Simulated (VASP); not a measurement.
# C (I4_1/amd) in VASP: notebook

Runs on C. Level: PBEsol. Tasks: single point.

All numbers are computed with VASP 6.6.1; they aren't measurements. Logs are shortened: lines on timing, memory, paths and dates and some standing lists are left out, and cuts for length are marked.

### 1 The cell of the first run

It takes space group I4_1/amd (No. 141, tetragonal). Conventional cell: a = 2.463 Å, b = 2.463 Å, c = 3.596 Å, α = 90.00°, β = 90.00°, γ = 90.00°. C (site symmetry -4m2) has 4 C at 1.52 Å within 2.0 Å.

### 2 Single point, PBEsol (in-plane strain -0.02)

INCAR

```
PREC = Accurate
ENCUT = 520
EDIFF = 1E-6
ISMEAR = 0
SIGMA = 0.01
LREAL = False
LASPH = True
NELM = 80
ALGO = Normal
ISIF = 2
LWAVE = False
LCHARG = False
GGA = PS
NBANDS = 11
```

KPOINTS

```
regular mesh
0
Gamma
  12 12 12
```

POSCAR

```
C
1.0
    1.7413656503      1.7413656503      0.0000000000
   -1.7413656503      1.7413656503      0.0000000000
    0.0000000000      1.7413656503      1.7982265695
C
2
Direct
    0.5000000000      0.5000000000      0.0000000000
    0.7500000000      0.2500000000      0.5000000000
```

Potentials or basis: VASP PAW PBE potentials, release 64 (C).

Launch:

```
> cat potpaw_PBE.64/C/POTCAR > POTCAR
> mpirun -np 1 vasp_std > vasp.out
```

OUTCAR:

```text
PREC = Accurate
   ENCUT = 520
   EDIFF = 1E-6
   ISMEAR = 0
   LREAL = False
   LASPH = True
   NELM = 80
   ISIF = 2
   GGA = PS

 ion  position               nearest neighbor table
   1  0.500  0.500  0.000-   2 1.52   2 1.52   2 1.52   2 1.52
   2  0.750  0.250  0.500-   1 1.52   1 1.52   1 1.52   1 1.52

  LATTYP: Found a body centered tetragonal cell.
 ALAT       =     2.4626629197
 C/A-ratio  =     1.4603919644

  Lattice vectors:

 A1 = (   1.7413656503,   0.0000000000,  -1.7982265695)
 A2 = (  -1.7413656503,   0.0000000000,  -1.7982265695)
 A3 = (   0.0000000000,   1.7413656503,   1.7982265695)

Analysis of symmetry for initial positions (statically):
=====================================================================
 Subroutine PRICEL returns:
 Original cell was already a primitive cell.

 Routine SETGRP: Setting up the symmetry group for a
 body centered tetragonal supercell.

 Subroutine GETGRP returns: Found 16 space group operations
 (whereof  8 operations were pure point group operations)
 out of a pool of 16 trial point group operations.

The static configuration has the point symmetry D_2d.
 The point group associated with its full space group is D_4h.

Analysis of symmetry for dynamics (positions and initial velocities):
=====================================================================
 Subroutine PRICEL returns:
 Original cell was already a primitive cell.

 Routine SETGRP: Setting up the symmetry group for a
 body centered tetragonal supercell.

 Subroutine GETGRP returns: Found 16 space group operations
 (whereof  8 operations were pure point group operations)
 out of a pool of 16 trial point group operations.

The dynamic configuration has the point symmetry D_2d.
 The point group associated with its full space group is D_4h.

 Subroutine INISYM returns: Found 16 space group operations
 (whereof  8 operations are pure point group operations),
 and found     1 'primitive' translations

----------------------------------------------------------------------------------------

                                     Primitive cell

  volume of cell :      10.9057

  direct lattice vectors                    reciprocal lattice vectors
     1.741365650  1.741365650  0.000000000     0.287130965  0.287130965 -0.278051725
    -1.741365650  1.741365650  0.000000000    -0.287130965  0.287130965 -0.278051725
     0.000000000  1.741365650  1.798226569     0.000000000  0.000000000  0.556103450

  length of vectors
     2.462662920  2.462662920  2.503192586     0.492139355  0.492139355  0.556103450

  position of ions in fractional coordinates (direct lattice)
     0.500000000  0.500000000  0.000000000
     0.750000000  0.250000000  0.500000000

  ion indices of the primitive-cell ions
   primitive index   ion index
                 1           1
                 2           2

----------------------------------------------------------------------------------------

 KPOINTS: regular mesh

Automatic generation of k-mesh.
 Grid dimensions read from file:
 generate k-points for:   12   12   12

 Generating k-lattice:

  Cartesian coordinates                     Fractional coordinates (reciprocal lattice)
     0.023927580  0.023927580 -0.023170977     0.083333333  0.000000000  0.000000000
    -0.023927580  0.023927580 -0.023170977     0.000000000  0.083333333  0.000000000
     0.000000000  0.000000000  0.046341954     0.000000000  0.000000000  0.083333333

  Length of vectors
     0.041011613  0.041011613  0.046341954

  Shift w.r.t. Gamma in fractional coordinates (k-lattice)
     0.000000000  0.000000000  0.000000000

 Subroutine IBZKPT returns following result:
 ===========================================

 Found    163 irreducible k-points:

 Following reciprocal coordinates:
            Coordinates               Weight
  0.000000  0.000000  0.000000      1.000000
  0.083333  0.000000  0.000000      8.000000
  0.166667  0.000000  0.000000      8.000000
  0.250000  0.000000 -0.000000      8.000000
  0.333333  0.000000  0.000000      8.000000
  0.416667  0.000000  0.000000      8.000000
[... 16 lines left out ...]
  0.500000  0.166667  0.000000     16.000000
 -0.416667  0.166667  0.000000     16.000000
 [... further k-points ...]
   k-points           NKPTS =    163   k-points in BZ     NKDIM =    163   number of bands    NBANDS=     11
   number of dos      NEDOS =    301   number of ions     NIONS =      2
   total plane-waves  NPLWV =   6480
   dimension x,y,z NGX =    18 NGY =   18 NGZ =   20
   dimension x,y,z NGXF=    36 NGYF=   36 NGZF=   40
   ions per type =               2
   NGX,Y,Z   is equivalent  to a cutoff of  12.15, 12.15, 13.28 a.u.
   NGXF,Y,Z  is equivalent  to a cutoff of  24.30, 24.30, 26.57 a.u.
 SYSTEM =  unknown system
   PREC   = accura    normal or accurate (medium, high low for compatibility)
   ISTART =      0    job   : 0-new  1-cont  2-samecut
   ICHARG =      2    charge: 1-file 2-atom 10-const
   ISPIN  =      1    spin polarized calculation?
   LNONCOLLINEAR =      F non collinear calculations
   LSORBIT =      F    spin-orbit coupling
   LASPH  =      T    aspherical Exc in radial PAW
   ENCUT  =  520.0 eV  38.22 Ry    6.18 a.u.   4.58  4.58  4.65*2*pi/ulx,y,z
   NELM   =     80;   NELMIN=  2; NELMDL= -5     # of ELM steps
   EDIFF  = 0.1E-05   stopping-criterion for ELM
   LREAL  =      F    real-space projection
   EDIFFG = 0.1E-04   stopping-criterion for IOM
   NSW    =      0    number of steps for IOM
   IBRION =     -1    ionic relax: 0-MD 1-quasi-New 2-CG
   NFREE  =      0    steps in history (QN), initial steepest desc. (CG)
   ISIF   =      2    stress and relaxation
   ISYM   =      2    0-nonsym 1-usesym 2-fastsym
   POTIM  = 0.5000    time-step for ionic-motion
   TEBEG  =    0.0;   TEEND  =   0.0 temperature during run
   PSTRESS=    0.0 pullay stress
   NELECT =       8.0000    total number of electrons
   NUPDOWN=      -1.0000    fix difference up-down
   EMIN   =  10.00;   EMAX   =-10.00  energy-range for DOS
   EFERMI =   0.00;   METHOD = LEGACY
   ISMEAR =     0;   SIGMA  =   0.01  broadening in eV -4-tet -1-fermi 0-gaus
   EFERMI_NEDOS =   21; number of points for ismear=-14 and -15
   IALGO  =     38    algorithm
   IMIX   =      4    mixing-type and parameters
     AMIX     =   0.40;   BMIX     =  1.00
     AMIX_MAG =   1.60;   BMIX_MAG =  1.00
  volume/ion in A,a.u.               =       5.45        36.80
  Fermi-wavevector in a.u.,A,eV,Ry     =   1.476454  2.790094 29.659580  2.179918
  Thomas-Fermi vector in A             =   2.590979
   LORBIT       =      0    0 simple, 1 ext, 2 COOP (PROOUT), +10 PAW based schemes
   GGA     = PS    functional components
   LHFCALC =     F    Hartree Fock is set to
   AEXX    =    0.0000 exact exchange contribution
   IVDW    =     0    specifies the selected vdW correction
   LEPSILON=     F    determine dielectric tensor
   LRPA    =     F    only Hartree local field effects (RPA)
 non-spin polarized calculation
 Gauss-broadening in eV      SIGMA  =   0.01
  energy-cutoff  :      520.00
  volume of cell :       10.91
 maximum number of plane-waves:       310
   NGX =  9   NGY =  9   NGZ =  9

 number of electron       8.0000001 magnetization

 Free energy of the ion-electron system (eV)
  ---------------------------------------------------
  ext. energy  EPLUGINS =         0.00000000
  ---------------------------------------------------
  free energy    TOTEN  =       -19.21106136 eV

  energy without entropy =      -19.21106136  energy(sigma->0) =      -19.21106136

 E-fermi :  10.5629     XC(G=0): -13.6294

 val. band max:       10.4610610875   @ k =   0.0000   0.0000   0.0000
 cond. band min:      14.1723011217   @ k =  -0.3333   0.3333   0.0000
 fundamental gap:      3.7112400342
 Fermi energy:        10.5629455140

 k-point     1 :       0.0000    0.0000    0.0000
  band No.  band energies     occupation
      1     -11.7697      2.00000
      2       9.9442      2.00000
      3      10.4611      2.00000
      4      10.4611      2.00000
      5      15.8140      0.00000
      6      15.8140      0.00000
      7      16.2132      0.00000
      8      24.5479      0.00000
      9      29.7736      0.00000
     10      36.1814      0.00000
     11      36.8278      0.00000

 k-point     2 :       0.0833    0.0000    0.0000
  band No.  band energies     occupation
      1     -11.5716      2.00000
      2       8.9636      2.00000
      3       9.8210      2.00000
      4      10.1295      2.00000
      5      16.2678      0.00000
      6      16.3510      0.00000
      7      16.8716      0.00000
      8      24.6727      0.00000
      9      30.1033      0.00000
     10      34.0765      0.00000
     11      35.5406      0.00000

 k-point     3 :       0.1667    0.0000    0.0000
  band No.  band energies     occupation
      1     -10.9792      2.00000
      2       6.3957      2.00000
      3       9.0183      2.00000
      4       9.4226      2.00000
      5      17.2473      0.00000
      6      17.2572      0.00000
      7      18.0784      0.00000
      8      25.0232      0.00000
      9      30.7749      0.00000
     10      32.6761      0.00000
     11      33.7268      0.00000

 k-point     4 :       0.2500    0.0000   -0.0000
  band No.  band energies     occupation
      1     -10.0003      2.00000
      2       3.4791      2.00000
      3       8.2259      2.00000
      4       8.7072      2.00000
      5      17.9678      0.00000
      6      18.2002      0.00000
      7      19.0230      0.00000
      8      25.4971      0.00000
      9      31.1622      0.00000
     10      32.6101      0.00000
     11      33.1204      0.00000
[... 239 lines left out ...]
 k-point    22 :       0.4167    0.1667    0.0000
  band No.  band energies     occupation
      1      -5.3375      2.00000
      2      -2.6602      2.00000
      3       4.7830      2.00000
      4       6.3965      2.00000
      5      17.6508      0.00000
      6      20.5333      0.00000
      7      22.2873      0.00000
      8      26.0228      0.00000
      9      29.8853      0.00000
     10      34.8099      0.00000
     11      35.4508      0.00000

 k-point    23 :       0.5000    0.1667    0.0000
  band No.  band energies     occupation
      1      -5.7330      2.00000
      2      -2.1885      2.00000
      3       5.2840      2.00000
      4       6.0315      2.00000
      5      17.2220      0.00000
      6      20.9405      0.00000
      7      22.3707      0.00000
      8      24.6540      0.00000
      9      30.7426      0.00000
     10      34.8031      0.00000
     11      37.3393      0.00000

 k-point    24 :      -0.4167    0.1667    0.0000
  band No.  band energies     occupation
      1      -7.4033      2.00000
      2       0.1508      2.00000
      3       5.8136      2.00000
      4       6.1694      2.00000
      5      16.8163      0.00000
      6      21.1368      0.00000
      7      22.2980      0.00000
      8      22.9945      0.00000
      9      31.7381      0.00000
     10      33.5108      0.00000
     11      38.0494      0.00000

 [... further k-points ...]
[... 5 lines left out ...]
  --------------------------------------------------------------------------------------
  -------------------------------------------------------------------------------------
  Total        1.7262122      1.7262122     -0.4390924      0.0000000      0.0000000     -0.0000000
  in kB      253.6006717    253.6006717    -64.5077919      0.0000000      0.0000000     -0.0000000
  external PRESSURE =     147.5645172 kB  Pullay stress =       0.0000000 kB

 VOLUME and BASIS-vectors are now :
 -----------------------------------------------------------------------------
  energy-cutoff  :      520.00
  volume of cell :       10.91
      direct lattice vectors                 reciprocal lattice vectors
     1.741365650  1.741365650  0.000000000     0.287130965  0.287130965 -0.278051725
    -1.741365650  1.741365650  0.000000000    -0.287130965  0.287130965 -0.278051725
     0.000000000  1.741365650  1.798226569     0.000000000  0.000000000  0.556103450

 POSITION                                       TOTAL-FORCE (eV/Angst)
 -----------------------------------------------------------------------------------
      0.00000      1.74137      0.00000         0.000000      0.000000      0.000000
      0.87068      2.61205      0.89911        -0.000000     -0.000000      0.000000
 -----------------------------------------------------------------------------------
    total drift:                               -0.000000     -0.000000     -0.000000

  FREE ENERGIE OF THE ION-ELECTRON SYSTEM (eV)
  ---------------------------------------------------
  free  energy   TOTEN  =       -19.2110613571 eV

  energy  without entropy=      -19.2110613571  energy(sigma->0) =      -19.21106136
```

Wall time 21 s (1 thread of Intel Xeon 8259CL, shared host); peak memory 0.13 GiB.

Results:

```yaml
Free_energy: -19.2111 eV
Pressure: 14.8 GPa
Band_gap_on_the_k_mesh: 3.71 eV, indirect (least direct gap 5.35 eV)
```

Caveat: the cell differs from its parent crystal (in-plane strain -0.02); the PAW data sets were made with another functional, which shifts forces and pressure a little.

(Continued in part 2 of 2.)
